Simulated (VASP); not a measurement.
# WS2 in VASP: single point with PBEsol

Aim: the single point of WS2 with PBEsol.

Everything below comes from runs of VASP 6.6.1. Logs are shortened: lines on timing, memory, paths and dates and some standing lists are left out, and cuts for length are marked.

### 1 The cell of the first run

The typed cell holds 9 atoms: a = 3.158 Å, b = 3.158 Å, c = 18.580 Å, α = 85.13°, β = 85.13°, γ = 60.00°.

### 2 Single point, PBEsol

INCAR reads:

```
SYSTEM = WS2
PREC     = Accurate       ! precision mode
ENCUT    = 520            ! plane-wave cutoff, eV
EDIFF    = 1E-6           ! SCF threshold, eV
ISMEAR   = 0              ! smearing method
SIGMA    = 0.05           ! smearing width, eV
LREAL    = .FALSE.        ! projectors in reciprocal space
LASPH    = .TRUE.         ! aspherical terms in the spheres
NELM     = 80             ! most SCF steps
ALGO     = Normal         ! electronic algorithm
ISIF     = 2              ! what is computed and relaxed
LWAVE    = .FALSE.        ! write WAVECAR
LCHARG   = .FALSE.        ! write CHGCAR
GGA      = PS             ! functional
NBANDS   = 49             ! bands
```

KPOINTS reads:

```
regular mesh
0
G
  10 10 2
  0 0 0
```

POSCAR reads:

```
WS2
1.0
   -1.5790003843     -2.7349088907      0.0000000000
    1.5790003843     -2.7349088907      0.0000000000
    0.0000000000     -1.8230902666     18.4899900000
W S
3 6
Direct
   -0.2364763500     -0.2364763500      0.7095000000
    0.3190569833      0.3190569833      0.0428333333
    0.5412903167      0.5412903167      0.3761666667
    0.8467486600      0.8467486600      0.4598000000
    0.0689819933      0.0689819933      0.7931333333
    0.6245153267      0.6245153267      0.1264666667
    0.9031763500      0.9031763500      0.2905000000
    0.1254096833      0.1254096833      0.6238333333
    0.3476430167      0.3476430167      0.9571666667
```

Potentials or basis: VASP PAW PBE potentials, release 64 (W_sv, S).

Launch:

```bash
$ cat potpaw_PBE.64/W_sv/POTCAR potpaw_PBE.64/S/POTCAR > POTCAR
$ mpirun -np 1 vasp_std > vasp.out
```

OUTCAR:

```text
SYSTEM = WS2
   PREC = Accurate
   ENCUT = 520
   EDIFF = 1E-6
   ISMEAR = 0
   LREAL = .FALSE.
   LASPH = .TRUE.
   NELM = 80
   ISIF = 2
   GGA = PS

 ion  position               nearest neighbor table
   1  0.764  0.764  0.709-   5 2.39   5 2.39   5 2.39   8 2.42   8 2.42   8 2.42
   2  0.319  0.319  0.043-   9 1.58   6 2.39   6 2.39   6 2.39
   3  0.541  0.541  0.376-   4 2.39   4 2.39   4 2.39   7 2.42   7 2.42   7 2.42
   4  0.847  0.847  0.460-   3 2.39   3 2.39   3 2.39
   5  0.069  0.069  0.793-   1 2.39   1 2.39   1 2.39
   6  0.625  0.625  0.126-   2 2.39   2 2.39   2 2.39
   7  0.903  0.903  0.291-   3 2.42   3 2.42   3 2.42
   8  0.125  0.125  0.624-   1 2.42   1 2.42   1 2.42
   9  0.348  0.348  0.957-   2 1.58

  LATTYP: Found a trigonal (rhomboedric) cell.
 ALAT       =    18.5796498439
 COS(alpha) =     0.9855549586

  Lattice vectors:

 A1 = (   0.0000000000,  -1.8230902666,  18.4899900000)
 A2 = (   1.5790003843,   0.9118186241,  18.4899900000)
 A3 = (  -1.5790003843,   0.9118186241,  18.4899900000)

Analysis of symmetry for initial positions (statically):
=====================================================================
 Subroutine PRICEL returns:
 Original cell was already a primitive cell.

 Routine SETGRP: Setting up the symmetry group for a
 trigonal (rhombohedral) supercell.

 Subroutine GETGRP returns: Found  2 space group operations
 (whereof  2 operations were pure point group operations)
 out of a pool of 12 trial point group operations.

The static configuration has the point symmetry C_1h.

Analysis of symmetry for dynamics (positions and initial velocities):
=====================================================================
 Subroutine PRICEL returns:
 Original cell was already a primitive cell.

 Routine SETGRP: Setting up the symmetry group for a
 trigonal (rhombohedral) supercell.

 Subroutine GETGRP returns: Found  2 space group operations
 (whereof  2 operations were pure point group operations)
 out of a pool of 12 trial point group operations.

The dynamic configuration has the point symmetry C_1h.

 Subroutine INISYM returns: Found  2 space group operations
 (whereof  2 operations are pure point group operations),
 and found     1 'primitive' translations

----------------------------------------------------------------------------------------

                                     Primitive cell

  volume of cell :     159.6952

  direct lattice vectors                    reciprocal lattice vectors
    -1.579000384 -2.734908891  0.000000000    -0.316656034 -0.182821447 -0.018025970
     1.579000384 -2.734908891  0.000000000     0.316656034 -0.182821447 -0.018025970
     0.000000000 -1.823090267 18.489990000     0.000000000  0.000000000  0.054083318

  length of vectors
     3.158000769  3.158000769 18.579649844     0.366086958  0.366086958  0.054083318

  position of ions in fractional coordinates (direct lattice)
     0.763523650  0.763523650  0.709500000
     0.319056983  0.319056983  0.042833333
     0.541290317  0.541290317  0.376166667
     0.846748660  0.846748660  0.459800000
     0.068981993  0.068981993  0.793133333
     0.624515327  0.624515327  0.126466667
     0.903176350  0.903176350  0.290500000
     0.125409683  0.125409683  0.623833333
     0.347643017  0.347643017  0.957166667

  ion indices of the primitive-cell ions
   primitive index   ion index
                 1           1
                 2           2
                 3           3
                 4           4
                 5           5
                 6           6
                 7           7
                 8           8
                 9           9

----------------------------------------------------------------------------------------

 KPOINTS: regular mesh

Automatic generation of k-mesh.
 Grid dimensions read from file:
 generate k-points for:   10   10    2

 Generating k-lattice:
[... 19 lines left out ...]
|           W    W  A    A  R    R  N    N  II  N    N   GGGG   !!!           |
|                                                                             |
|     Your reciprocal lattice and k-lattice belong to different lattice       |
|     classes:                                                                |
|                                                                             |
|        The reciprocal lattice is rhombohedral (trigonal),                   |
|        whereas your k-lattice is base-centered monoclinic.                  |
|                                                                             |
|     Results are often still useful ...                                      |
|                                                                             |
 -----------------------------------------------------------------------------

 WARNING: IBZKPT: internal override: KBLOWUP is changed to .FALSE.
      ... skipping the blow-up phase ...

 Subroutine IBZKPT returns following result:
 ===========================================

 Found     62 irreducible k-points:

 Following reciprocal coordinates:
            Coordinates               Weight
  0.000000  0.000000  0.000000      1.000000
  0.100000 -0.000000  0.000000      4.000000
  0.200000 -0.000000  0.000000      4.000000
  0.300000  0.000000  0.000000      4.000000
  0.400000 -0.000000  0.000000      4.000000
  0.500000  0.000000  0.000000      2.000000
[... 16 lines left out ...]
  0.300000  0.300000 -0.000000      2.000000
  0.400000  0.300000 -0.000000      4.000000
 [... further k-points ...]
   k-points           NKPTS =     62   k-points in BZ     NKDIM =     62   number of bands    NBANDS=     49
   number of dos      NEDOS =    301   number of ions     NIONS =      9
   total plane-waves  NPLWV =  80640
   dimension x,y,z NGX =    24 NGY =   24 NGZ =  140
   dimension x,y,z NGXF=    48 NGYF=   48 NGZF=  280
   ions per type =               3   6
   NGX,Y,Z   is equivalent  to a cutoff of  12.63, 12.63, 12.53 a.u.
   NGXF,Y,Z  is equivalent  to a cutoff of  25.27, 25.27, 25.05 a.u.
 SYSTEM =  WS2
   PREC   = accura    normal or accurate (medium, high low for compatibility)
   ISTART =      0    job   : 0-new  1-cont  2-samecut
   ICHARG =      2    charge: 1-file 2-atom 10-const
   ISPIN  =      1    spin polarized calculation?
   LNONCOLLINEAR =      F non collinear calculations
   LSORBIT =      F    spin-orbit coupling
   LASPH  =      T    aspherical Exc in radial PAW
   ENCUT  =  520.0 eV  38.22 Ry    6.18 a.u.   5.87  5.87 34.55*2*pi/ulx,y,z
   NELM   =     80;   NELMIN=  2; NELMDL= -5     # of ELM steps
   EDIFF  = 0.1E-05   stopping-criterion for ELM
   LREAL  =      F    real-space projection
   EDIFFG = 0.1E-04   stopping-criterion for IOM
   NSW    =      0    number of steps for IOM
   IBRION =     -1    ionic relax: 0-MD 1-quasi-New 2-CG
   NFREE  =      0    steps in history (QN), initial steepest desc. (CG)
   ISIF   =      2    stress and relaxation
   ISYM   =      2    0-nonsym 1-usesym 2-fastsym
   POTIM  = 0.5000    time-step for ionic-motion
   TEBEG  =    0.0;   TEEND  =   0.0 temperature during run
   PSTRESS=    0.0 pullay stress
   NELECT =      78.0000    total number of electrons
   NUPDOWN=      -1.0000    fix difference up-down
   EMIN   =  10.00;   EMAX   =-10.00  energy-range for DOS
   EFERMI =   0.00;   METHOD = LEGACY
   ISMEAR =     0;   SIGMA  =   0.05  broadening in eV -4-tet -1-fermi 0-gaus
   EFERMI_NEDOS =   21; number of points for ismear=-14 and -15
   IALGO  =     38    algorithm
   IMIX   =      4    mixing-type and parameters
     AMIX     =   0.40;   BMIX     =  1.00
     AMIX_MAG =   1.60;   BMIX_MAG =  1.00
  volume/ion in A,a.u.               =      17.74       119.74
  Fermi-wavevector in a.u.,A,eV,Ry     =   1.289266  2.436359 22.615688  1.662206
  Thomas-Fermi vector in A             =   2.421169
   LORBIT       =      0    0 simple, 1 ext, 2 COOP (PROOUT), +10 PAW based schemes
   GGA     = PS    functional components
   LHFCALC =     F    Hartree Fock is set to
   AEXX    =    0.0000 exact exchange contribution
   IVDW    =     0    specifies the selected vdW correction
   LEPSILON=     F    determine dielectric tensor
   LRPA    =     F    only Hartree local field effects (RPA)
 non-spin polarized calculation
 Gauss-broadening in eV      SIGMA  =   0.05
  energy-cutoff  :      520.00
  volume of cell :      159.70
 maximum number of plane-waves:      4331
   NGX = 11   NGY = 11   NGZ = 69

 number of electron      78.0000001 magnetization

 Free energy of the ion-electron system (eV)
  ---------------------------------------------------
  ext. energy  EPLUGINS =         0.00000000
  ---------------------------------------------------
  free energy    TOTEN  =       -63.43050132 eV

  energy without entropy =      -63.43050132  energy(sigma->0) =      -63.43050132

 E-fermi :   7.7200     XC(G=0): -11.0665

 val. band max:        7.3876875984   @ k =   0.0000   0.0000   0.0000
 cond. band min:       8.0053293463   @ k =  -0.2000   0.1000   0.5000
 fundamental gap:      0.6176417479
 Fermi energy:         7.7200430359

 k-point     1 :       0.0000    0.0000    0.0000
  band No.  band energies     occupation
      1     -67.3690      2.00000
      2     -67.1183      2.00000
      3     -66.7476      2.00000
      4     -33.0469      2.00000
      5     -31.6407      2.00000
      6     -31.4565      2.00000
[... 1237 lines left out ...]
     48      10.7294      0.00000
     49      11.1447      0.00000

 [... further k-points ...]

------------------------ aborting loop because EDIFF is reached ----------------------------------------

  FORCE on cell =-STRESS in cart. coord.  units (eV):
  Direction    XX          YY          ZZ          XY          YZ          ZX
  --------------------------------------------------------------------------------------
  -------------------------------------------------------------------------------------
  Total        2.1976767      2.1965290     84.1316389      0.0000000      0.0096797      0.0000000
  in kB       22.0486813     22.0371662    844.0694094      0.0000000      0.0971142      0.0000000
  external PRESSURE =     296.0517523 kB  Pullay stress =       0.0000000 kB

 VOLUME and BASIS-vectors are now :
 -----------------------------------------------------------------------------
  energy-cutoff  :      520.00
  volume of cell :      159.70
      direct lattice vectors                 reciprocal lattice vectors
    -1.579000384 -2.734908891  0.000000000    -0.316656034 -0.182821447 -0.018025970
     1.579000384 -2.734908891  0.000000000     0.316656034 -0.182821447 -0.018025970
     0.000000000 -1.823090267 18.489990000     0.000000000  0.000000000  0.054083318

 POSITION                                       TOTAL-FORCE (eV/Angst)
 -----------------------------------------------------------------------------------
      0.00000     -5.46982     13.11865         0.000000     -0.000029     -0.601011
      0.00000     -1.82327      0.79199         0.000000      0.005076     50.593453
      0.00000     -3.64655      6.95532         0.000000      0.000027     -0.585595
      0.00000     -5.46982      8.50170         0.000000     -0.000017      0.242895
      0.00000     -1.82327     14.66503         0.000000      0.000020      0.255144
      0.00000     -3.64655      2.33837         0.000000      0.000481      1.171148
      0.00000     -5.46982      5.37134         0.000000      0.000030      0.321613
      0.00000     -1.82327     11.53467         0.000000     -0.000008      0.332808
      0.00000     -3.64655     17.69800         0.000000     -0.005579    -51.730455
 -----------------------------------------------------------------------------------
    total drift:                               -0.000000     -0.000019     -0.000239

  FREE ENERGIE OF THE ION-ELECTRON SYSTEM (eV)
  ---------------------------------------------------
  free  energy   TOTEN  =       -63.4305013195 eV

  energy  without entropy=      -63.4305013195  energy(sigma->0) =      -63.43050132
```

Wall time 6.7 min (1 thread of AMD EPYC 7R13 (Zen 3), shared host); peak memory 0.46 GiB.

Results:

```yaml
Free_energy: -63.4305 eV
Pressure: 29.6 GPa
Largest_force: 51.730 eV/Å
Band_gap_on_the_k_mesh: 0.62 eV (least direct gap 0.95 eV)
```

Forces on the atoms (eV/Å):
```
W     0.000   0.000  -0.601
W     0.000   0.005  50.593
W     0.000   0.000  -0.586
S     0.000   0.000   0.243
S     0.000   0.000   0.255
S     0.000   0.000   1.171
S     0.000   0.000   0.322
S     0.000   0.000   0.333
S     0.000  -0.006 -51.730
```

Caveat: atoms lie so close that the PAW spheres overlap strongly, which falsifies energies and pressures; the cell stands under pressure; the PAW data sets were made with another functional, which shifts forces and pressure a little; spin-orbit coupling is left out, which moves the levels of the heavy elements.
